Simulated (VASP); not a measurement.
The system is BN.

```
B N
1.0
     0.00000    1.74583    1.74583
     1.74583    0.00000    1.74583
     1.74583    1.74583    0.00000
B N
1 1
Direct
  0.00000 0.00000 0.00000
  0.50000 0.50000 0.50000
```

Program: VASP 6.6.1. Alike in all runs: task single point; no spin polarisation; cell as given; cutoff (eV) 520; smearing gaussian 0.01 eV.

Question: Order these runs on this cell by their pressure, lowest first.
A. level r2SCAN; potentials or basis VASP PAW PBE potentials, release 64 (B, N); k mesh 12 × 12 × 12
B. level LDA; potentials or basis VASP PAW LDA potentials, release 64 (B, N); k mesh 12 × 12 × 12
C. level PBE; potentials or basis VASP PAW PBE potentials, release 64 (B, N); k mesh 8 × 8 × 8

Answer: B (-10.3 GPa), A (0.5 GPa), C (3.8 GPa).

Caveats: the PAW data sets were made with another functional, which shifts forces and pressure a little (some runs).
